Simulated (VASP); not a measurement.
# Mn (Im-3m) in VASP: a series of runs, part 2 of 2

VASP 6.6.1. Earlier steps stand in the parts before.

## 3. Single point, r2SCAN, collinear spin, ferromagnetic start (10.86 Å³/atom)

POSCAR

```
Mn
1.0
   -1.3948927939      1.3948927939      1.3948927939
    1.3948927939     -1.3948927939      1.3948927939
    1.3948927939      1.3948927939     -1.3948927939
Mn
1
Direct
    0.0000000000      0.0000000000      0.0000000000
```

INCAR.step1

```
ALGO     = Normal         # electronic algorithm
EDIFF    = 1E-5           # SCF threshold, eV
ENCUT    = 750            # plane-wave cutoff, eV
GGA      = PE             # functional
GGA_COMPAT= False        
ISMEAR   = 0              # smearing method
ISPIN    = 2              # spin polarisation
LASPH    = True           # aspherical terms in the spheres
LCHARG   = False          # write CHGCAR
LMAXMIX  = 4              # l up to which the mixer works
LREAL    = False          # projectors in reciprocal space
LWAVE    = True           # write WAVECAR
MAGMOM   = 1.22           # initial moments
NBANDS   = 18             # bands
NELM     = 200            # most SCF steps
PREC     = Accurate       # precision mode
SIGMA    = 0.05           # smearing width, eV
```

INCAR.step2

```
ALGO     = Normal         # electronic algorithm
EDIFF    = 1E-6           # SCF threshold, eV
ENCUT    = 750            # plane-wave cutoff, eV
GGA_COMPAT= False        
ISIF     = 2              # what is computed and relaxed
ISMEAR   = 0              # smearing method
ISPIN    = 2              # spin polarisation
ISTART   = 1            
LASPH    = True           # aspherical terms in the spheres
LCHARG   = True           # write CHGCAR
LELF     = True           # ELF
LMAXMIX  = 4              # l up to which the mixer works
LMIXTAU  = True         
LORBIT   = 11             # projections on sites
LREAL    = False          # projectors in reciprocal space
LVHAR    = True         
LWAVE    = False          # write WAVECAR
MAGMOM   = 1.22           # initial moments
METAGGA  = R2SCAN         # meta-GGA
NBANDS   = 18             # bands
NELM     = 200            # most SCF steps
PREC     = Accurate       # precision mode
SIGMA    = 0.05           # smearing width, eV
```

KPOINTS

```
k-points
0
Gamma
  20 20 20
```

Potentials or basis: VASP PAW PBE potentials, release 64 (Mn_sv).

Command:

```console
> cat potpaw_PBE.64/Mn_sv/POTCAR > POTCAR
> cp INCAR.step1 INCAR
> mpirun -np 1 vasp_std > vasp.out
> cp INCAR.step2 INCAR
> mpirun -np 1 vasp_std > vasp.out
```

OUTCAR:

```text
EDIFF = 1E-6
   ENCUT = 750
   ISIF = 2
   ISMEAR = 0
   ISPIN = 2
   ISTART = 1
   LASPH = True
   LORBIT = 11
   LREAL = False
   METAGGA = R2SCAN
   NELM = 200
   PREC = Accurate

 ion  position               nearest neighbor table
   1  0.000  0.000  0.000-

  LATTYP: Found a body centered cubic cell.
 ALAT       =     2.7897855878

  Lattice vectors:

 A1 = (  -1.3948927939,   1.3948927939,   1.3948927939)
 A2 = (   1.3948927939,  -1.3948927939,   1.3948927939)
 A3 = (   1.3948927939,   1.3948927939,  -1.3948927939)

Analysis of symmetry for initial positions (statically):
=====================================================================
 Subroutine PRICEL returns:
 Original cell was already a primitive cell.

 Routine SETGRP: Setting up the symmetry group for a
 body centered cubic supercell.

 Subroutine GETGRP returns: Found 48 space group operations
 (whereof 48 operations were pure point group operations)
 out of a pool of 48 trial point group operations.

The static configuration has the point symmetry O_h .

Analysis of symmetry for dynamics (positions and initial velocities):
=====================================================================
 Subroutine PRICEL returns:
 Original cell was already a primitive cell.

 Routine SETGRP: Setting up the symmetry group for a
 body centered cubic supercell.

 Subroutine GETGRP returns: Found 48 space group operations
 (whereof 48 operations were pure point group operations)
 out of a pool of 48 trial point group operations.

The dynamic configuration has the point symmetry O_h .

Analysis of structural, dynamic, and magnetic symmetry:
=====================================================================
 Subroutine PRICEL returns:
 Original cell was already a primitive cell.

 Routine SETGRP: Setting up the symmetry group for a
 body centered cubic supercell.

 Subroutine GETGRP returns: Found 48 space group operations
 (whereof 48 operations were pure point group operations)
 out of a pool of 48 trial point group operations.

The overall configuration has the point symmetry O_h .

 Subroutine INISYM returns: Found 48 space group operations
 (whereof 48 operations are pure point group operations),
 and found     1 'primitive' translations

----------------------------------------------------------------------------------------

                                     Primitive cell

  volume of cell :      10.8563

  direct lattice vectors                    reciprocal lattice vectors
    -1.394892794  1.394892794  1.394892794     0.000000000  0.358450486  0.358450486
     1.394892794 -1.394892794  1.394892794     0.358450486  0.000000000  0.358450486
     1.394892794  1.394892794 -1.394892794     0.358450486  0.358450486  0.000000000

  length of vectors
     2.416025190  2.416025190  2.416025190     0.506925539  0.506925539  0.506925539

  position of ions in fractional coordinates (direct lattice)
     0.000000000  0.000000000  0.000000000

  ion indices of the primitive-cell ions
   primitive index   ion index
                 1           1

----------------------------------------------------------------------------------------

 KPOINTS: k-points

Automatic generation of k-mesh.
 Grid dimensions read from file:
 generate k-points for:   20   20   20

 Generating k-lattice:
[... 48 lines left out ...]
   dimension x,y,z NGXF=    48 NGYF=   48 NGZF=   48
   ions per type =               1
   NGX,Y,Z   is equivalent  to a cutoff of  16.51, 16.51, 16.51 a.u.
   NGXF,Y,Z  is equivalent  to a cutoff of  33.03, 33.03, 33.03 a.u.
 SYSTEM =  unknown system
   PREC   = accura    normal or accurate (medium, high low for compatibility)
   ISTART =      1    job   : 0-new  1-cont  2-samecut
   ICHARG =      0    charge: 1-file 2-atom 10-const
   ISPIN  =      2    spin polarized calculation?
   LNONCOLLINEAR =      F non collinear calculations
   LSORBIT =      F    spin-orbit coupling
   LASPH  =      T    aspherical Exc in radial PAW
   ENCUT  =  750.0 eV  55.12 Ry    7.42 a.u.   5.39  5.39  5.39*2*pi/ulx,y,z
   NELM   =    200;   NELMIN=  2; NELMDL=  0     # of ELM steps
   EDIFF  = 0.1E-05   stopping-criterion for ELM
   LREAL  =      F    real-space projection
   EDIFFG = 0.1E-04   stopping-criterion for IOM
   NSW    =      0    number of steps for IOM
   IBRION =     -1    ionic relax: 0-MD 1-quasi-New 2-CG
   NFREE  =      0    steps in history (QN), initial steepest desc. (CG)
   ISIF   =      2    stress and relaxation
   ISYM   =      2    0-nonsym 1-usesym 2-fastsym
   POTIM  = 0.5000    time-step for ionic-motion
   TEBEG  =    0.0;   TEEND  =   0.0 temperature during run
   PSTRESS=    0.0 pullay stress
   NELECT =      15.0000    total number of electrons
   NUPDOWN=      -1.0000    fix difference up-down
   EMIN   =  10.00;   EMAX   =-10.00  energy-range for DOS
   EFERMI =   0.00;   METHOD = LEGACY
   ISMEAR =     0;   SIGMA  =   0.05  broadening in eV -4-tet -1-fermi 0-gaus
   EFERMI_NEDOS =   21; number of points for ismear=-14 and -15
   IALGO  =     38    algorithm
   IMIX   =      4    mixing-type and parameters
     AMIX     =   0.40;   BMIX     =  1.00
     AMIX_MAG =   1.60;   BMIX_MAG =  1.00
  volume/ion in A,a.u.               =      10.86        73.26
  Fermi-wavevector in a.u.,A,eV,Ry     =   1.823382  3.445693 45.235607  3.324723
  Thomas-Fermi vector in A             =   2.879339
   LORBIT       =     11    0 simple, 1 ext, 2 COOP (PROOUT), +10 PAW based schemes
   METAGGA = R2SCAN    functional components
   LHFCALC =     F    Hartree Fock is set to
   AEXX    =    0.0000 exact exchange contribution
   IVDW    =     0    specifies the selected vdW correction
   LEPSILON=     F    determine dielectric tensor
   LRPA    =     F    only Hartree local field effects (RPA)
 spin polarized calculation
 Gauss-broadening in eV      SIGMA  =   0.05
  energy-cutoff  :      750.00
  volume of cell :       10.86
 maximum number of plane-waves:       532
 NGX is ok and might be reduce to    24
   NGX = 11   NGY = 11   NGZ = 11

 number of electron      15.0000000 magnetization       1.0766071

 Free energy of the ion-electron system (eV)
  ---------------------------------------------------
  ext. energy  EPLUGINS =         0.00000000
  ---------------------------------------------------
  free energy    TOTEN  =       -14.40141409 eV

  energy without entropy =      -14.39905507  energy(sigma->0) =      -14.40023458

 E-fermi :  13.7294     XC(G=0): -15.3027

 val. band max:       13.7275528629   @ k =   0.3000   0.3000   0.0000
 cond. band min:      13.7293849608   @ k =   0.4000   0.1000   0.1000
 fundamental gap:      0.0018320979
 Fermi energy:        13.7293510209

 spin component 1

 k-point     1 :       0.0000    0.0000    0.0000
  band No.  band energies     occupation
      1     -69.4726      1.00000
      2     -36.4780      1.00000
      3     -36.4780      1.00000
      4     -36.4780      1.00000
      5       4.9681      1.00000
      6      11.8526      1.00000
[... 493 lines left out ...]
     17      51.9128      0.00000
     18      54.6619      0.00000

 [... further k-points ...]

 spin component 2

 k-point     1 :       0.0000    0.0000    0.0000
  band No.  band energies     occupation
      1     -67.7524      1.00000
      2     -34.7455      1.00000
      3     -34.7455      1.00000
      4     -34.7455      1.00000
      5       4.6808      1.00000
      6      13.0357      1.00000
[... 493 lines left out ...]
     17      52.5399      0.00000
     18      55.3978      0.00000

 [... further k-points ...]

------------------------ aborting loop because EDIFF is reached ----------------------------------------

  FORCE on cell =-STRESS in cart. coord.  units (eV):
  Direction    XX          YY          ZZ          XY          YZ          ZX
  --------------------------------------------------------------------------------------
  -------------------------------------------------------------------------------------
  Total       -0.1938713     -0.1938713     -0.1938713      0.0000000     -0.0000000     -0.0000000
  in kB      -28.6115653    -28.6115653    -28.6115653      0.0000000     -0.0000000     -0.0000000
  external PRESSURE =     -28.6115653 kB  Pullay stress =       0.0000000 kB

 VOLUME and BASIS-vectors are now :
 -----------------------------------------------------------------------------
  energy-cutoff  :      750.00
  volume of cell :       10.86
      direct lattice vectors                 reciprocal lattice vectors
    -1.394892794  1.394892794  1.394892794     0.000000000  0.358450486  0.358450486
     1.394892794 -1.394892794  1.394892794     0.358450486  0.000000000  0.358450486
     1.394892794  1.394892794 -1.394892794     0.358450486  0.358450486  0.000000000

 POSITION                                       TOTAL-FORCE (eV/Angst)
 -----------------------------------------------------------------------------------
      0.00000      0.00000      0.00000         0.000000     -0.000000      0.000000
 -----------------------------------------------------------------------------------
    total drift:                                0.000000      0.000000      0.000000

  FREE ENERGIE OF THE ION-ELECTRON SYSTEM (eV)
  ---------------------------------------------------
  free  energy   TOTEN  =       -14.4014140894 eV

  energy  without entropy=      -14.3990550718  energy(sigma->0) =      -14.40023458

 total charge

# of ion       s       p       d       tot
------------------------------------------
    1        2.249   6.097   4.688  13.033

 magnetization (x)

# of ion       s       p       d       tot
------------------------------------------
    1       -0.003  -0.013   1.134   1.118
```

Wall time 7.6 min (1 thread of Intel Xeon Platinum 8259CL at 2.50GHz (Skylake/Cascade Lake), shared host); peak memory 0.25 GiB.

What came out:

```yaml
Free_energy: -14.4014 eV
Pressure: -2.9 GPa
Net_moment: 1.08 μB per cell
Site_moments: Mn +1.12 μB
Valence_electrons_inside_the_program's_atomic_spheres: Mn 13.03
```

Levels at points of the mesh, in eV from the Fermi level:
Spin up:
```
           k point  band 4  band 5  band 6  band 7  band 8  band 9  band 10  band 11  band 12  band 13
(0.00, 0.00, 0.00)  -50.21   -8.76   -1.88   -1.88   -1.88   -0.16    -0.16    24.94    24.94    24.94
(0.50, 0.00, 0.00)  -50.21   -5.19   -3.31   -0.10    0.13    0.83     1.63     9.40    18.83    22.43
(0.50, 0.50, 0.50)  -50.73   -5.15   -5.15    1.28    1.28    1.28    11.13    11.13    11.13    17.43
```
Spin down:
| k point | band 3 | band 4 | band 5 | band 6 | band 7 | band 8 | band 9 | band 10 | band 11 | band 12 |
| --- | --- | --- | --- | --- | --- | --- | --- | --- | --- | --- |
| (0.00, 0.00, 0.00) | -48.47 | -48.47 | -9.05 | -0.69 | -0.69 | -0.69 | 1.99 | 1.99 | 24.81 | 24.81 |
| (0.50, 0.00, 0.00) | -48.73 | -48.48 | -4.50 | -2.31 | 0.60 | 1.79 | 2.32 | 3.03 | 10.35 | 18.94 |
| (0.50, 0.50, 0.50) | -49.04 | -49.04 | -3.93 | -3.93 | 2.65 | 2.65 | 2.65 | 11.25 | 11.25 | 11.25 |

Caveat: the PAW data sets were made with another functional, which shifts forces and pressure a little.

## 4. Single point, r2SCAN, collinear spin, antiferromagnetic start

This run uses another cell than the first one, of 10.86 Å³/atom.

POSCAR

```
Mn
1.0
   -1.3948927939      1.3948927939      1.3948927939
    1.3948927939     -1.3948927939      1.3948927939
    2.7897855878      2.7897855878     -2.7897855878
Mn
2
Direct
    0.0000000000      0.0000000000      0.0000000000
    0.0000000000      0.0000000000      0.5000000000
```

INCAR.step1

```
PREC = Accurate ; ENCUT = 520
ISMEAR = 0 ; SIGMA = 0.05
LREAL = F ; LASPH = T
NELM = 150 ; ISPIN = 2
MAGMOM = 3.5 -3.5 ; LMAXMIX = 4
NBANDS = 24 ; GGA = PE
ALGO = Normal ; EDIFF = 1E-4
LWAVE = T ; LCHARG = F
KPAR = 4
```

INCAR.step2

```
PREC = Accurate ; ENCUT = 520
EDIFF = 1E-7 ; ISMEAR = 0
SIGMA = 0.05 ; LREAL = F
LASPH = T ; NELM = 150
ALGO = Normal ; ISIF = 2
LWAVE = F ; LCHARG = F
ISPIN = 2 ; MAGMOM = 3.5 -3.5
LORBIT = 11 ; LMAXMIX = 4
METAGGA = R2SCAN ; LMIXTAU = T
NBANDS = 24 ; ISTART = 1
KPAR = 4
```

KPOINTS

```
regular mesh
0
Gamma
  20 20 10
```

Potentials or basis: VASP PAW PBE potentials, release 64 (Mn_pv).

Command:

```console
> cat potpaw_PBE.64/Mn_pv/POTCAR > POTCAR
> cp INCAR.step1 INCAR
> mpirun -np 4 vasp_std > vasp.out
> cp INCAR.step2 INCAR
> mpirun -np 4 vasp_std > vasp.out
```

It took 20 min on 4 MPI ranks of Oxide Virtual Turin-like, shared host; peak memory 0.47 GiB.

Results (log left out):

```
Free energy                                           : -28.9611 eV
Pressure                                              : 19.8 GPa
Band gap on the k mesh                                : zero (filled and empty bands overlap)
Net moment                                            : 0.00 μB per cell
Site moments                                          : Mn +2.27, -2.27 μB
Valence electrons inside the program's atomic spheres : Mn 12.00
```

Stress tensor (GPa, compression positive):
```
17.08 -4.97  0.00
-4.97 17.08  0.00
 0.00  0.00 25.32
```

Levels at points of the mesh, in eV from the Fermi level:
Spin up:
| k point | band 9 | band 10 | band 11 | band 12 | band 13 | band 14 | band 15 | band 16 | band 17 | band 18 |
| --- | --- | --- | --- | --- | --- | --- | --- | --- | --- | --- |
| (0.00, 0.00, 0.00) | -3.20 | -1.89 | -1.59 | -0.82 | -0.78 | -0.23 | 0.46 | 2.54 | 2.84 | 2.86 |
| (0.50, 0.00, 0.00) | -3.42 | -2.51 | -0.48 | -0.38 | 0.47 | 0.53 | 1.66 | 2.60 | 2.64 | 3.37 |
| (0.50, 0.50, 0.00) | -4.48 | -3.28 | 0.52 | 0.67 | 1.14 | 1.47 | 2.32 | 2.40 | 3.42 | 9.90 |
| (0.00, 0.00, 0.50) | -2.96 | -2.80 | -1.21 | -1.12 | -1.11 | -0.86 | -0.53 | 1.78 | 2.33 | 2.76 |
| (0.50, 0.00, 0.50) | -3.29 | -3.10 | -1.83 | -1.21 | -1.10 | -0.30 | 2.26 | 3.09 | 3.25 | 5.02 |
| (0.50, 0.50, 0.50) | -2.89 | -2.30 | -2.24 | -1.34 | 0.38 | 1.16 | 1.31 | 3.41 | 6.28 | 7.00 |
Spin down:
| k point | band 10 | band 11 | band 12 | band 13 | band 14 | band 15 | band 16 | band 17 |
| --- | --- | --- | --- | --- | --- | --- | --- | --- |
| (0.00, 0.00, 0.00) | -1.89 | -1.59 | -0.82 | -0.78 | -0.23 | 0.46 | 2.54 | 2.84 |
| (0.50, 0.00, 0.00) | -2.51 | -0.48 | -0.38 | 0.47 | 0.53 | 1.66 | 2.60 | 2.64 |
| (0.50, 0.50, 0.00) | -3.28 | 0.52 | 0.67 | 1.14 | 1.47 | 2.32 | 2.40 | 3.42 |
| (0.00, 0.00, 0.50) | -2.80 | -1.21 | -1.12 | -1.11 | -0.86 | -0.53 | 1.78 | 2.33 |
| (0.50, 0.00, 0.50) | -3.10 | -1.83 | -1.21 | -1.10 | -0.30 | 2.26 | 3.09 | 3.25 |
| (0.50, 0.50, 0.50) | -2.30 | -2.24 | -1.34 | 0.38 | 1.16 | 1.31 | 3.41 | 6.28 |

Caveat: the stress differs along the axes, from 17 to 25 GPa; the antiferromagnetic order is the one typed at the start, and another may lie lower; the PAW data sets were made with another functional, which shifts forces and pressure a little.

## 5. Summary

| potentials or basis | spin | cell | k mesh | cutoff (eV) | gap on the mesh (eV) | pressure (GPa) | moment (μB) |
| --- | --- | --- | --- | --- | --- | --- | --- |
| VASP PAW PBE potentials, release 64 (Mn_pv) | collinear, antiferromagnetic start | a = 3.113, b = 3.113, c = 5.393 Å, angles 54.7, 54.7, 90.0°, 2 atoms, atomic positions A | 20 × 20 × 10 | 520 | none | -0.6 | 0.00 |
| VASP PAW PBE potentials, release 64 (Mn_sv) | collinear, ferromagnetic start | a = 2.416 Å, angles 109.5°, 1 atom, atomic positions B | 20 × 20 × 20 | 750 | none | -2.9 | 1.08 |
| VASP PAW PBE potentials, release 64 (Mn_pv) | collinear, antiferromagnetic start | a = 2.416, b = 2.416, c = 4.832 Å, angles 109.5°, 2 atoms, atomic positions A | 20 × 20 × 10 | 520 | none | 19.8 | 0.00 |

Alike in all rows: task single point; level r2SCAN; smearing gaussian 0.05 eV.

Caveats: the PAW data sets were made with another functional, which shifts forces and pressure a little; the antiferromagnetic order is the one typed at the start, and another may lie lower (at least some runs); the stress differs along the axes, from 17 to 25 GPa (at least some runs).

Absolute energies hang on the potentials; compare differences alone.
